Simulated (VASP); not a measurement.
# AlN in VASP: settings compared, part 2 of 2

VASP 6.6.1.

**3. Single point, r2SCAN (uniaxial z strain +1.5%)**

POSCAR reads:

```
AlN
1.0
    0.0000000000      2.1848764128      2.2176495589
    2.1848764128      0.0000000000      2.2176495589
    2.1848764128      2.1848764128      0.0000000000
Al N
1 1
Direct
    0.0000000000      0.0000000000      0.0000000000
    0.2500000000      0.2500000000      0.2500000000
```

INCAR.step1 reads:

```
SYSTEM = AlN
PREC     = Accurate       ! precision mode
ENCUT    = 520            ! plane-wave cutoff, eV
ISMEAR   = 0              ! smearing method
SIGMA    = 0.01           ! smearing width, eV
LREAL    = .False.        ! projectors in reciprocal space
LASPH    = .True.         ! aspherical terms in the spheres
NELM     = 100            ! most SCF steps
NBANDS   = 11             ! bands
GGA      = PE             ! functional
ALGO     = Normal         ! electronic algorithm
EDIFF    = 1E-4           ! SCF threshold, eV
LWAVE    = .True.         ! write WAVECAR
LCHARG   = .False.        ! write CHGCAR
```

INCAR.step2 reads:

```
SYSTEM = AlN
PREC     = Accurate       ! precision mode
ENCUT    = 520            ! plane-wave cutoff, eV
EDIFF    = 1E-7           ! SCF threshold, eV
ISMEAR   = 0              ! smearing method
SIGMA    = 0.01           ! smearing width, eV
LREAL    = .False.        ! projectors in reciprocal space
LASPH    = .True.         ! aspherical terms in the spheres
NELM     = 100            ! most SCF steps
ALGO     = Normal         ! electronic algorithm
ISIF     = 2              ! what is computed and relaxed
LWAVE    = .False.        ! write WAVECAR
LCHARG   = .False.        ! write CHGCAR
METAGGA  = R2SCAN         ! meta-GGA
LMIXTAU  = .True.       
NBANDS   = 11             ! bands
ISTART   = 1
```

KPOINTS reads:

```
Automatic mesh
0
Gamma
  10 10 10
  0 0 0
```

Potentials or basis: VASP PAW PBE potentials, release 64 (Al, N).

Run with:

```console
> cat potpaw_PBE.64/Al/POTCAR potpaw_PBE.64/N/POTCAR > POTCAR
> cp INCAR.step1 INCAR
> mpirun -np 1 vasp_std > vasp.out
> cp INCAR.step2 INCAR
> mpirun -np 1 vasp_std > vasp.out
```

OUTCAR:

```text
SYSTEM = AlN
   PREC = Accurate
   ENCUT = 520
   EDIFF = 1E-7
   ISMEAR = 0
   LREAL = .False.
   LASPH = .True.
   NELM = 100
   ISIF = 2
   METAGGA = R2SCAN
   ISTART = 1

 ion  position               nearest neighbor table
   1  0.000  0.000  0.000-   2 1.90   2 1.90   2 1.90   2 1.90
   2  0.250  0.250  0.250-   1 1.90   1 1.90   1 1.90   1 1.90

  LATTYP: Found a body centered tetragonal cell.
 ALAT       =     3.0898818551
 C/A-ratio  =     1.4354267657

  Lattice vectors:

 A1 = (  -2.1848764128,   0.0000000000,   2.2176495589)
 A2 = (   2.1848764128,   0.0000000000,   2.2176495589)
 A3 = (   0.0000000000,   2.1848764128,  -2.2176495589)

Analysis of symmetry for initial positions (statically):
=====================================================================
 Subroutine PRICEL returns:
 Original cell was already a primitive cell.

 Routine SETGRP: Setting up the symmetry group for a
 body centered tetragonal supercell.

 Subroutine GETGRP returns: Found  8 space group operations
 (whereof  8 operations were pure point group operations)
 out of a pool of 16 trial point group operations.

The static configuration has the point symmetry D_2d.

Analysis of symmetry for dynamics (positions and initial velocities):
=====================================================================
 Subroutine PRICEL returns:
 Original cell was already a primitive cell.

 Routine SETGRP: Setting up the symmetry group for a
 body centered tetragonal supercell.

 Subroutine GETGRP returns: Found  8 space group operations
 (whereof  8 operations were pure point group operations)
 out of a pool of 16 trial point group operations.

The dynamic configuration has the point symmetry D_2d.

 Subroutine INISYM returns: Found  8 space group operations
 (whereof  8 operations are pure point group operations),
 and found     1 'primitive' translations

----------------------------------------------------------------------------------------

                                     Primitive cell

  volume of cell :      21.1727

  direct lattice vectors                    reciprocal lattice vectors
     0.000000000  2.184876413  2.217649559    -0.228845896  0.228845896  0.225463937
     2.184876413  0.000000000  2.217649559     0.228845896 -0.228845896  0.225463937
     2.184876413  2.184876413  0.000000000     0.228845896  0.228845896 -0.225463937

  length of vectors
     3.113142224  3.113142224  3.089881855     0.394429810  0.394429810  0.394429810

  position of ions in fractional coordinates (direct lattice)
     0.000000000  0.000000000  0.000000000
     0.250000000  0.250000000  0.250000000

  ion indices of the primitive-cell ions
   primitive index   ion index
                 1           1
                 2           2

----------------------------------------------------------------------------------------

 KPOINTS: Automatic mesh

Automatic generation of k-mesh.
 Grid dimensions read from file:
 generate k-points for:   10   10   10

 Generating k-lattice:

  Cartesian coordinates                     Fractional coordinates (reciprocal lattice)
    -0.022884590  0.022884590  0.022546394     0.100000000  0.000000000  0.000000000
     0.022884590 -0.022884590  0.022546394     0.000000000  0.100000000  0.000000000
[... 41 lines left out ...]
   number of dos      NEDOS =    301   number of ions     NIONS =      2
   total plane-waves  NPLWV =  13824
   dimension x,y,z NGX =    24 NGY =   24 NGZ =   24
   dimension x,y,z NGXF=    48 NGYF=   48 NGZF=   48
   ions per type =               1   1
   NGX,Y,Z   is equivalent  to a cutoff of  12.82, 12.82, 12.91 a.u.
   NGXF,Y,Z  is equivalent  to a cutoff of  25.63, 25.63, 25.83 a.u.
 SYSTEM =  AlN
   PREC   = accura    normal or accurate (medium, high low for compatibility)
   ISTART =      1    job   : 0-new  1-cont  2-samecut
   ICHARG =      0    charge: 1-file 2-atom 10-const
   ISPIN  =      1    spin polarized calculation?
   LNONCOLLINEAR =      F non collinear calculations
   LSORBIT =      F    spin-orbit coupling
   LASPH  =      T    aspherical Exc in radial PAW
   ENCUT  =  520.0 eV  38.22 Ry    6.18 a.u.   5.79  5.79  5.75*2*pi/ulx,y,z
   NELM   =    100;   NELMIN=  2; NELMDL=  0     # of ELM steps
   EDIFF  = 0.1E-06   stopping-criterion for ELM
   LREAL  =      F    real-space projection
   EDIFFG = 0.1E-05   stopping-criterion for IOM
   NSW    =      0    number of steps for IOM
   IBRION =     -1    ionic relax: 0-MD 1-quasi-New 2-CG
   NFREE  =      0    steps in history (QN), initial steepest desc. (CG)
   ISIF   =      2    stress and relaxation
   ISYM   =      2    0-nonsym 1-usesym 2-fastsym
   POTIM  = 0.5000    time-step for ionic-motion
   TEBEG  =    0.0;   TEEND  =   0.0 temperature during run
   PSTRESS=    0.0 pullay stress
   NELECT =       8.0000    total number of electrons
   NUPDOWN=      -1.0000    fix difference up-down
   EMIN   =  10.00;   EMAX   =-10.00  energy-range for DOS
   EFERMI =   0.00;   METHOD = LEGACY
   ISMEAR =     0;   SIGMA  =   0.01  broadening in eV -4-tet -1-fermi 0-gaus
   EFERMI_NEDOS =   21; number of points for ismear=-14 and -15
   IALGO  =     38    algorithm
   IMIX   =      4    mixing-type and parameters
     AMIX     =   0.40;   BMIX     =  1.00
     AMIX_MAG =   1.60;   BMIX_MAG =  1.00
  volume/ion in A,a.u.               =      10.59        71.44
  Fermi-wavevector in a.u.,A,eV,Ry     =   1.183530  2.236547 19.058269  1.400743
  Thomas-Fermi vector in A             =   2.319763
   LORBIT       =      0    0 simple, 1 ext, 2 COOP (PROOUT), +10 PAW based schemes
   METAGGA = R2SCAN    functional components
   LHFCALC =     F    Hartree Fock is set to
   AEXX    =    0.0000 exact exchange contribution
   IVDW    =     0    specifies the selected vdW correction
   LEPSILON=     F    determine dielectric tensor
   LRPA    =     F    only Hartree local field effects (RPA)
 non-spin polarized calculation
 Gauss-broadening in eV      SIGMA  =   0.01
  energy-cutoff  :      520.00
  volume of cell :       21.17
 maximum number of plane-waves:       588
   NGX = 11   NGY = 11   NGZ = 11

 number of electron       8.0000000 magnetization

 Free energy of the ion-electron system (eV)
  ---------------------------------------------------
  ext. energy  EPLUGINS =         0.00000000
  ---------------------------------------------------
  free energy    TOTEN  =       -19.17480519 eV

  energy without entropy =      -19.17480519  energy(sigma->0) =      -19.17480519

 E-fermi :   5.7325     XC(G=0): -11.3459

 val. band max:        5.5668687155   @ k =   0.0000   0.0000   0.0000
 cond. band min:       9.4447405682   @ k =   0.5000   0.0000   0.5000
 fundamental gap:      3.8778718527
 Fermi energy:         5.7325079267

 k-point     1 :       0.0000    0.0000    0.0000
  band No.  band energies     occupation
      1     -10.1042      2.00000
      2       5.5016      2.00000
      3       5.5669      2.00000
      4       5.5669      2.00000
      5      10.2862      0.00000
      6      18.8946      0.00000
      7      18.8946      0.00000
      8      18.9155      0.00000
      9      23.6849      0.00000
     10      24.1926      0.00000
     11      25.2542      0.00000
[... 309 lines left out ...]
 k-point    24 :       0.4000    0.3000    0.0000
  band No.  band energies     occupation
      1      -8.1910      2.00000
      2       1.3364      2.00000
      3       3.8857      2.00000
      4       4.2044      2.00000
      5      11.0859      0.00000
      6      15.9929      0.00000
      7      18.4767      0.00000
      8      21.1376      0.00000
      9      21.6620      0.00000
     10      27.9189      0.00000
     11      30.1128      0.00000

 [... further k-points ...]

------------------------ aborting loop because EDIFF is reached ----------------------------------------

  FORCE on cell =-STRESS in cart. coord.  units (eV):
  Direction    XX          YY          ZZ          XY          YZ          ZX
  --------------------------------------------------------------------------------------
  -------------------------------------------------------------------------------------
  Total       -0.3545140     -0.3545140     -0.6589340      0.0000000      0.0000000      0.0000000
  in kB      -26.8267002    -26.8267002    -49.8627050      0.0000000      0.0000000      0.0000000
  external PRESSURE =     -34.5053685 kB  Pullay stress =       0.0000000 kB

 VOLUME and BASIS-vectors are now :
 -----------------------------------------------------------------------------
  energy-cutoff  :      520.00
  volume of cell :       21.17
      direct lattice vectors                 reciprocal lattice vectors
     0.000000000  2.184876413  2.217649559    -0.228845896  0.228845896  0.225463937
     2.184876413  0.000000000  2.217649559     0.228845896 -0.228845896  0.225463937
     2.184876413  2.184876413  0.000000000     0.228845896  0.228845896 -0.225463937

 POSITION                                       TOTAL-FORCE (eV/Angst)
 -----------------------------------------------------------------------------------
      0.00000      0.00000      0.00000        -0.000000     -0.000000     -0.000000
      1.09244      1.09244      1.10882         0.000000      0.000000      0.000000
 -----------------------------------------------------------------------------------
    total drift:                                0.000001      0.000001     -0.000001

  FREE ENERGIE OF THE ION-ELECTRON SYSTEM (eV)
  ---------------------------------------------------
  free  energy   TOTEN  =       -19.1748051893 eV

  energy  without entropy=      -19.1748051893  energy(sigma->0) =      -19.17480519
```

Wall time 31 s (1 thread of Intel Xeon 6975P-C (Granite Rapids), shared host); peak memory 0.15 GiB.

What came out:

- Free energy: -19.1748 eV
- Pressure: -3.5 GPa
- Band gap on the k mesh: 3.88 eV (least direct gap 4.72 eV)

Caveat: the cell differs from its parent crystal (uniaxial z strain +1.5%); the cell stands under tension; the PAW data sets were made with another functional, which shifts forces and pressure a little. A k mesh can miss the band edges.

**4. Single point, r2SCAN (uniaxial x strain +2.5%)**

POSCAR reads:

```
AlN
1.0
    0.0000000000      2.1848764128      2.1848764128
    2.2394983231      0.0000000000      2.1848764128
    2.2394983231      2.1848764128      0.0000000000
Al N
1 1
Direct
    0.0000000000      0.0000000000      0.0000000000
    0.2500000000      0.2500000000      0.2500000000
```

INCAR.step1 reads:

```
  ALGO = Normal
  EDIFF = 1E-4
  ENCUT = 520
  GGA = PE
  ISMEAR = 0
  LASPH = T
  LCHARG = F
  LREAL = F
  LWAVE = T
  NBANDS = 11
  NELM = 80
  PREC = Accurate
  SIGMA = 0.01
```

INCAR.step2 reads:

```
  ALGO = Normal
  EDIFF = 1E-7
  ENCUT = 520
  ISIF = 2
  ISMEAR = 0
  ISTART = 1
  LASPH = T
  LCHARG = F
  LMIXTAU = T
  LREAL = F
  LWAVE = F
  METAGGA = R2SCAN
  NBANDS = 11
  NELM = 80
  PREC = Accurate
  SIGMA = 0.01
```

KPOINTS reads:

```
k-points
0
Gamma
  10 10 10
```

Run with:

```console
> cat potpaw_PBE.64/Al/POTCAR potpaw_PBE.64/N/POTCAR > POTCAR
> cp INCAR.step1 INCAR
> mpirun -np 1 vasp_std > vasp.out
> cp INCAR.step2 INCAR
> mpirun -np 1 vasp_std > vasp.out
```

Wall time 30 s (1 thread of Intel Xeon 6975P-C (Granite Rapids), shared host); peak memory 0.15 GiB.

Results (log left out):

| Quantity | Value |
| --- | --- |
| Free energy | -19.1665 eV |
| Pressure | -5.4 GPa |
| Band gap on the k mesh | 3.84 eV (least direct gap 4.61 eV) |

Stress tensor (GPa, compression positive):
```
-8.02  0.00  0.00
 0.00 -4.07  0.00
 0.00  0.00 -4.07
```

Levels at points of the mesh, in eV from the valence-band top:
| k point | band 1 | band 2 | band 3 | band 4 | band 5 | band 6 | band 7 | band 8 |
| --- | --- | --- | --- | --- | --- | --- | --- | --- |
| (0.00, 0.00, 0.00) | -15.63 | -0.11 | 0.00 | 0.00 | 4.61 | 13.21 | 13.21 | 13.24 |
| (0.50, 0.00, 0.00) | -13.69 | -5.83 | -0.63 | -0.41 | 7.90 | 10.60 | 11.55 | 11.97 |
| (0.50, 0.50, 0.00) | -13.05 | -4.83 | -1.89 | -1.88 | 3.84 | 9.14 | 14.94 | 16.14 |
| (0.00, 0.50, 0.50) | -13.16 | -5.06 | -1.68 | -1.68 | 3.96 | 9.53 | 14.49 | 16.71 |

Caveat: the cell differs from its parent crystal (uniaxial x strain +2.5%); the cell stands under tension; the PAW data sets were made with another functional, which shifts forces and pressure a little.

**5. Single point, PBE (shear xy strain -1.5%)**

INCAR reads:

```
ALGO     = Normal         # electronic algorithm
EDIFF    = 1E-7           # SCF threshold, eV
ENCUT    = 520            # plane-wave cutoff, eV
GGA      = PE             # functional
ISIF     = 2              # what is computed and relaxed
ISMEAR   = -1             # smearing method
LASPH    = True           # aspherical terms in the spheres
LCHARG   = True           # write CHGCAR
LELF     = True           # ELF
LREAL    = False          # projectors in reciprocal space
LVHAR    = True         
LWAVE    = False          # write WAVECAR
NBANDS   = 11             # bands
NELM     = 100            # most SCF steps
PREC     = Accurate       # precision mode
SIGMA    = 0.02           # smearing width, eV
```

KPOINTS is that of step 4.

POSCAR reads:

```
AlN
1.0
   -0.0163865731      2.1848764128      2.1848764128
    2.1848764128     -0.0163865731      2.1848764128
    2.1684898397      2.1684898397      0.0000000000
Al N
1 1
Direct
   -0.0009826930     -0.0009826930      0.0009826930
    0.2509826930      0.2509826930      0.2490173070
```

Run with:

```console
> cat potpaw_PBE.64/Al/POTCAR potpaw_PBE.64/N/POTCAR > POTCAR
> mpirun -np 1 vasp_std > vasp.out
```

Wall time 9.8 s (1 thread of Intel Xeon 6975P-C (Granite Rapids), shared host); peak memory 0.16 GiB.

It converged, with:

```
Free energy            : -14.8384 eV
Pressure               : 4.3 GPa
Largest force          : 0.013 eV/Å
Band gap on the k mesh : 3.25 eV (least direct gap 4.12 eV)
```

Forces on the atoms (eV/Å):
```
Al   0.000  0.000 -0.013
N    0.000  0.000  0.013
```

Stress tensor (GPa, compression positive):
```
4.36 2.82 0.00
2.82 4.36 0.00
0.00 0.00 4.32
```

Levels at points of the mesh, in eV from the valence-band top:
```
           k point  band 1  band 2  band 3  band 4  band 5  band 6  band 7  band 8
(0.00, 0.00, 0.00)  -15.04   -0.13   -0.06    0.00    4.12   12.29   12.49   12.68
(0.50, 0.00, 0.00)  -13.02   -5.94   -0.53   -0.48    7.37    9.78   11.10   11.23
(0.50, 0.50, 0.00)  -12.36   -4.96   -1.94   -1.73    3.25    8.55   13.88   15.60
(0.00, 0.00, 0.50)  -12.96   -5.88   -0.60   -0.55    7.24    9.79   10.93   11.07
(0.50, 0.00, 0.50)  -12.36   -4.96   -1.84   -1.84    3.25    8.54   13.87   15.65
```

Caveat: the cell differs from its parent crystal (shear xy strain -1.5%); the cell stands under pressure. A k mesh can miss the band edges.

**6. Summary**

```csv
level,cell,smearing,gap on the mesh (eV),pressure (GPa),largest force (eV/Å)
PBE,"a = 3.173 Å, angles 58.3°, 2 atoms, atomic positions A",fermi-dirac 0.02 eV,3.17,-3.2,0.03
r2SCAN,"a = 3.113, b = 3.113, c = 3.090 Å, angles 60.2, 60.2, 59.5°, 2 atoms, atomic positions B",gaussian 0.01 eV,3.88,-3.5,-
r2SCAN,"a = 3.090, b = 3.129, c = 3.129 Å, angles 59.2, 60.4, 60.4°, 2 atoms, atomic positions B",gaussian 0.01 eV,3.84,-5.4,-
PBE,"a = 3.090, b = 3.090, c = 3.067 Å, angles 60.2, 60.2, 60.5°, 2 atoms, atomic positions B",fermi-dirac 0.02 eV,3.25,4.3,0.01
```

Alike in all rows: task single point; potentials or basis VASP PAW PBE potentials, release 64 (Al, N); no spin polarisation; k mesh 10 × 10 × 10; cutoff (eV) 520.

Caveats: the cell stands under tension (at least some runs); the PAW data sets were made with another functional, which shifts forces and pressure a little (at least some runs); the cell stands under pressure (at least some runs).

Absolute energies hang on the potentials; compare differences alone.
